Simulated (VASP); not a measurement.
# Ir (I4_1/amd) in VASP: notebook, part 3 of 4

VASP 6.6.1. The steps go on from the part before.

## Step 5: Relaxation of cell and atoms, PBE

This run uses another cell than the first one, of 14.94 Å³/atom, 1.355 times its volume.

Input file INCAR:

```
SYSTEM = Ir
PREC     = Accurate       ! precision mode
ENCUT    = 600            ! plane-wave cutoff, eV
EDIFF    = 1E-6           ! SCF threshold, eV
ISMEAR   = -1             ! smearing method
SIGMA    = 0.05           ! smearing width, eV
LREAL    = .False.        ! projectors in reciprocal space
LASPH    = .True.         ! aspherical terms in the spheres
NELM     = 100            ! most SCF steps
ALGO     = Normal         ! electronic algorithm
ISIF     = 3              ! what is computed and relaxed
LWAVE    = .False.        ! write WAVECAR
LCHARG   = .False.        ! write CHGCAR
GGA      = PE             ! functional
IBRION   = 2              ! ionic algorithm
NSW      = 60             ! ionic steps
EDIFFG   = -0.005         ! ionic threshold
```

Input file KPOINTS:

```
regular mesh
0
Gamma
  18 18 18
  0 0 0
```

Input file POSCAR:

```
Ir
1.0
   -2.3860198381      2.3860198381      1.3123109109
    2.3860198381     -2.3860198381      1.3123109109
    2.3860198381      2.3860198381     -1.3123109109
Ir
2
Direct
   -0.3750000000     -0.1250000000     -0.2500000000
    0.3750000000      0.1250000000      0.2500000000
```

Potentials or basis: VASP PAW PBE potentials, release 64 (Ir).

Started as:

```bash
> cat potpaw_PBE.64/Ir/POTCAR > POTCAR
> mpirun -np 1 vasp_std > vasp.out
```

OUTCAR:

```text
SYSTEM = Ir
   PREC = Accurate
   ENCUT = 600
   EDIFF = 1E-6
   ISMEAR = -1
   LREAL = .False.
   LASPH = .True.
   NELM = 100
   ISIF = 3
   GGA = PE
   IBRION = 2
   NSW = 60
   EDIFFG = -0.005

 ion  position               nearest neighbor table
   1  0.625  0.875  0.750-   2 2.47   2 2.47   2 2.47   2 2.47   2 3.09   2 3.09   2 3.09   2 3.09

   2  0.375  0.125  0.250-   1 2.47   1 2.47   1 2.47   1 2.47   1 3.09   1 3.09   1 3.09   1 3.09

  LATTYP: Found a body centered tetragonal cell.
 ALAT       =     4.7720396762
 C/A-ratio  =     0.5500000000

  Lattice vectors:

 A1 = (  -2.3860198381,   2.3860198381,   1.3123109109)
 A2 = (   2.3860198381,  -2.3860198381,   1.3123109109)
 A3 = (   2.3860198381,   2.3860198381,  -1.3123109109)

Analysis of symmetry for initial positions (statically):
=====================================================================
 Subroutine PRICEL returns:
 Original cell was already a primitive cell.

 Routine SETGRP: Setting up the symmetry group for a
 body centered tetragonal supercell.

 Subroutine GETGRP returns: Found 16 space group operations
 (whereof  4 operations were pure point group operations)
 out of a pool of 16 trial point group operations.

The static configuration has the point symmetry C_2h.
 The point group associated with its full space group is D_4h.

[... 172 lines left out ...]
  external PRESSURE =     272.2643089 kB  Pullay stress =       0.0000000 kB
[... 275 lines left out ...]
--------------------------------------- Ionic step        9  -------------------------------------------

 number of electron      18.0000001 magnetization

 Free energy of the ion-electron system (eV)
  ---------------------------------------------------
  ext. energy  EPLUGINS =         0.00000000
  ---------------------------------------------------
  free energy    TOTEN  =       -16.37329540 eV

  energy without entropy =      -16.35514234  energy(sigma->0) =      -16.36421887

 E-fermi :   8.1354     XC(G=0): -13.0713

 val. band max:        8.1353095696   @ k =  -0.2778  -0.3889   0.0556
 cond. band min:       8.1353830756   @ k =  -0.4444   0.0556  -0.0000
 fundamental gap:      0.0000735059
 Fermi energy:         8.1353639234

 k-point     1 :       0.0000    0.0000    0.0000
  band No.  band energies     occupation
      1      -1.4265      2.00000
      2       1.5308      2.00000
      3       2.4355      2.00000
      4       3.3117      2.00000
      5       4.0625      2.00000
      6       6.9884      2.00000
      7       6.9884      2.00000
      8       7.0787      2.00000
      9       7.0787      2.00000
     10       9.6037      0.00000
     11      10.8450      0.00000
     12      13.6840      0.00000
     13      13.6840      0.00000
[... 354 lines left out ...]
  band No.  band energies     occupation
      1      -0.2797      2.00000
      2       2.1234      2.00000
      3       2.7054      2.00000
      4       3.9186      2.00000
      5       4.4030      2.00000
      6       5.5080      2.00000
      7       6.3194      2.00000
      8       6.7250      2.00000
      9       7.1777      2.00000
     10       9.1021      0.00000
     11      10.0371      0.00000
     12      14.1366      0.00000
     13      15.6152      0.00000

 [... further k-points ...]
[... 5 lines left out ...]
  --------------------------------------------------------------------------------------
  -------------------------------------------------------------------------------------
  Total        0.0005893      0.0005893      0.0057256      0.0000000     -0.0000000     -0.0000000
  in kB        0.0290867      0.0290867      0.2825869      0.0000000     -0.0000000     -0.0000000
  external PRESSURE =       0.1135868 kB  Pullay stress =       0.0000000 kB
[... 17 lines left out ...]
  FREE ENERGIE OF THE ION-ELECTRON SYSTEM (eV)
  ---------------------------------------------------
  free  energy   TOTEN  =       -16.3732954040 eV

  energy  without entropy=      -16.3551423375  energy(sigma->0) =      -16.36421887

 reached required accuracy - stopping structural energy minimisation
```

CONTCAR:

```text
Ir
   1.00000000000000
    -2.4270909834076595    2.4270909834076595    1.3776888521148229
     2.4270909834076595   -2.4270909834076595    1.3776888521148229
     2.4270909834076595    2.4270909834076595   -1.3776888521148229
  Ir
     2
Direct
     0.6250000000000000    0.8750000000000000    0.7500000000000000
     0.3750000000000000    0.1250000000000000    0.2500000000000000

  0.00000000E+00  0.00000000E+00  0.00000000E+00
  0.00000000E+00  0.00000000E+00  0.00000000E+00
```

It took 31 min on 1 thread of AMD EPYC 7R13, shared host; peak memory 0.33 GiB.

What came out:

```
Free energy                            : -16.3733 eV
Relaxed volume                         : 16.23 Å³/atom
Relaxed cell                           : a = 3.699 Å, b = 3.699 Å, c = 3.699 Å, α = 97.98°, β = 97.98°, γ = 136.26°
Space group after relaxing (to 0.05 Å) : I4_1/amd (No. 141)
Energy gained by relaxing              : 109.4 meV/atom
Ionic steps                            : 9
Pressure after relaxing                : 0.0 GPa
Band gap on the k mesh                 : zero (band 9 reaches 9.66 eV, above the bottom of band 10 at 6.98 eV)
```

Step by step:
```tsv
step	energy change (eV)	largest force (eV/Å)	pressure (GPa)	volume (Å³)
1	0.0000	0.0000	27.23	29.88
2	1.2386	0.0000	-36.31	42.24
3	-0.2062	0.0000	-3.23	32.80
4	-0.2089	0.0000	-0.98	32.52
5	-0.2089	0.0000	-0.53	32.47
6	-0.2169	0.0000	0.96	32.39
7	-0.2188	0.0000	0.42	32.41
8	-0.2186	0.0000	-0.86	32.57
9	-0.2189	0.0000	0.01	32.46
```

Final structure:
```
Ir
1.0
    -2.42709    2.42709    1.37769
     2.42709   -2.42709    1.37769
     2.42709    2.42709   -1.37769
Ir
2
Direct
  0.62500 0.87500 0.75000
  0.37500 0.12500 0.25000
```

Levels at points of the mesh, in eV from the Fermi level:
| k point | band 6 | band 7 | band 8 | band 9 | band 10 | band 11 | band 12 | band 13 |
| --- | --- | --- | --- | --- | --- | --- | --- | --- |
| (0.00, 0.00, 0.00) | -1.15 | -1.15 | -1.06 | -1.06 | 1.47 | 2.71 | 5.55 | 5.55 |
| (0.50, 0.00, 0.00) | -2.17 | -1.66 | -0.59 | 0.49 | 0.76 | 2.60 | 4.89 | 6.85 |
| (0.50, 0.50, 0.00) | -3.61 | -1.97 | -1.97 | 0.10 | 0.10 | 0.60 | 0.60 | 12.68 |
| (0.50, 0.50, 0.50) | -1.45 | -0.77 | -0.77 | -0.71 | -0.71 | -0.64 | -0.64 | 6.15 |

Caveat: spin-orbit coupling is left out, which moves the levels of the heavy elements.

## Step 6: Relaxation of shape and atoms at fixed volume, PBE

This run uses another cell than the first one, of 12.32 Å³/atom, 1.118 times its volume.

Input file INCAR:

```
SYSTEM = Ir
  PREC = Accurate
  ENCUT = 600
  EDIFF = 1E-6
  ISMEAR = -1
  SIGMA = 0.05
  LREAL = .FALSE.
  LASPH = .TRUE.
  NELM = 80
  ALGO = Normal
  ISIF = 4
  LWAVE = .FALSE.
  LCHARG = .FALSE.
  GGA = PE
  IBRION = 2
  NSW = 50
  EDIFFG = -0.005
```

Input file KPOINTS:

```
Automatic mesh
0
G
  18 18 18
  0 0 0
```

Input file POSCAR:

```
Ir
1.0
   -2.2142118203      2.2142118203      1.2569345904
    2.2142118203     -2.2142118203      1.2569345904
    2.2142118203      2.2142118203     -1.2569345904
Ir
2
Direct
   -0.3750000000     -0.1250000000     -0.2500000000
    0.3750000000      0.1250000000      0.2500000000
```

Potentials or basis: VASP PAW PBE potentials, release 64 (Ir).

Started as:

```bash
> cat potpaw_PBE.64/Ir/POTCAR > POTCAR
> mpirun -np 1 vasp_std > vasp.out
```

OUTCAR:

```text
SYSTEM = Ir
   PREC = Accurate
   ENCUT = 600
   EDIFF = 1E-6
   ISMEAR = -1
   LREAL = .FALSE.
   LASPH = .TRUE.
   NELM = 80
   ISIF = 4
   GGA = PE
   IBRION = 2
   NSW = 50
   EDIFFG = -0.005

 ion  position               nearest neighbor table
   1  0.625  0.875  0.750-   2 2.30   2 2.30   2 2.30   2 2.30   2 2.91   2 2.91   2 2.91   2 2.91

   2  0.375  0.125  0.250-   1 2.30   1 2.30   1 2.30   1 2.30   1 2.91   1 2.91   1 2.91   1 2.91

  LATTYP: Found a body centered tetragonal cell.
 ALAT       =     4.4284236406
 C/A-ratio  =     0.5676668234

  Lattice vectors:

 A1 = (  -2.2142118203,   2.2142118203,   1.2569345904)
 A2 = (   2.2142118203,  -2.2142118203,   1.2569345904)
 A3 = (   2.2142118203,   2.2142118203,  -1.2569345904)

Analysis of symmetry for initial positions (statically):
=====================================================================
 Subroutine PRICEL returns:
 Original cell was already a primitive cell.

 Routine SETGRP: Setting up the symmetry group for a
 body centered tetragonal supercell.

 Subroutine GETGRP returns: Found 16 space group operations
 (whereof  4 operations were pure point group operations)
 out of a pool of 16 trial point group operations.

The static configuration has the point symmetry C_2h.
 The point group associated with its full space group is D_4h.

[... 171 lines left out ...]
  external PRESSURE =    1483.5631786 kB  Pullay stress =       0.0000000 kB
[... 95 lines left out ...]
--------------------------------------- Ionic step        4  -------------------------------------------

 number of electron      17.9999999 magnetization

 Free energy of the ion-electron system (eV)
  ---------------------------------------------------
  ext. energy  EPLUGINS =         0.00000000
  ---------------------------------------------------
  free energy    TOTEN  =       -13.62329390 eV

  energy without entropy =      -13.61133091  energy(sigma->0) =      -13.61731241

 E-fermi :  12.8105     XC(G=0): -14.7051

 val. band max:       12.8070770247   @ k =  -0.4444  -0.4444   0.0556
 cond. band min:      12.8135163933   @ k =   0.3333   0.3333   0.0000
 fundamental gap:      0.0064393686
 Fermi energy:        12.8104984703

 k-point     1 :       0.0000    0.0000    0.0000
  band No.  band energies     occupation
      1       0.4913      2.00000
      2       2.9098      2.00000
      3       4.5818      2.00000
      4       5.5587      2.00000
      5       6.5453      2.00000
      6      11.2925      2.00000
      7      11.2925      2.00000
      8      11.3784      2.00000
      9      11.3784      2.00000
     10      15.1846      0.00000
     11      17.0795      0.00000
     12      19.0192      0.00000
     13      19.0192      0.00000
[... 354 lines left out ...]
  band No.  band energies     occupation
      1       2.0255      2.00000
      2       3.7853      2.00000
      3       5.0292      2.00000
      4       6.5475      2.00000
      5       7.2010      2.00000
      6       8.6631      2.00000
      7       9.8615      2.00000
      8      11.0337      2.00000
      9      11.7032      2.00000
     10      14.3645      0.00000
     11      15.7423      0.00000
     12      20.4578      0.00000
     13      22.2786      0.00000

 [... further k-points ...]
[... 5 lines left out ...]
  --------------------------------------------------------------------------------------
  -------------------------------------------------------------------------------------
  Total       22.6693974     22.6693974     22.6704965      0.0000000      0.0000000      0.0000000
  in kB     1473.4641007   1473.4641007   1473.5355373      0.0000000      0.0000000      0.0000000
  external PRESSURE =    1473.4879129 kB  Pullay stress =       0.0000000 kB
[... 17 lines left out ...]
  FREE ENERGIE OF THE ION-ELECTRON SYSTEM (eV)
  ---------------------------------------------------
  free  energy   TOTEN  =       -13.6232938991 eV

  energy  without entropy=      -13.6113309133  energy(sigma->0) =      -13.61731241

 reached required accuracy - stopping structural energy minimisation
```

CONTCAR:

```text
Ir
   1.00000000000000
    -2.2307578517772075    2.2307578517772075    1.2383578092063459
     2.2307578517772075   -2.2307578517772075    1.2383578092063459
     2.2307578517772075    2.2307578517772075   -1.2383578092063459
  Ir
     2
Direct
     0.6250000000000000    0.8750000000000000    0.7500000000000000
     0.3750000000000000    0.1250000000000000    0.2500000000000000

  0.00000000E+00  0.00000000E+00  0.00000000E+00
  0.00000000E+00  0.00000000E+00  0.00000000E+00
```

Run time: 7.7 min. Hardware: 1 thread of Oxide Virtual Turin-like, shared host; peak memory 0.28 GiB.

Results:

- Free energy: -13.6233 eV
- Energy gained by relaxing: 13.0 meV/atom
- Ionic steps: 4
- Pressure after relaxing: 147.3 GPa
- Band gap on the k mesh: zero (band 9 reaches 15.21 eV, above the bottom of band 10 at 11.20 eV)

The path:
| step | energy change (eV) | largest force (eV/Å) | pressure (GPa) | volume (Å³) |
| --- | --- | --- | --- | --- |
| 1 | 0.0000 | 0.0000 | 148.36 | 24.65 |
| 2 | 0.1785 | 0.0000 | 148.98 | 24.65 |
| 3 | -0.0259 | 0.0000 | 147.36 | 24.65 |
| 4 | -0.0260 | 0.0000 | 147.35 | 24.65 |

Final structure:
```
Ir
1.0
    -2.23076    2.23076    1.23836
     2.23076   -2.23076    1.23836
     2.23076    2.23076   -1.23836
Ir
2
Direct
  0.62500 0.87500 0.75000
  0.37500 0.12500 0.25000
```

Levels at points of the mesh, in eV from the Fermi level:
| k point | band 7 | band 8 | band 9 | band 10 | band 11 | band 12 |
| --- | --- | --- | --- | --- | --- | --- |
| (0.00, 0.00, 0.00) | -1.52 | -1.43 | -1.43 | 2.37 | 4.27 | 6.21 |
| (0.50, 0.00, 0.00) | -2.18 | -1.02 | 0.82 | 1.03 | 4.28 | 7.76 |
| (0.50, 0.50, 0.00) | -2.64 | -2.64 | 0.19 | 0.19 | 0.84 | 0.84 |
| (0.50, 0.50, 0.50) | -1.80 | -1.80 | -0.75 | -0.75 | -0.70 | -0.70 |

Caveat: spin-orbit coupling is left out, which moves the levels of the heavy elements.

[end of part 3 of 4]
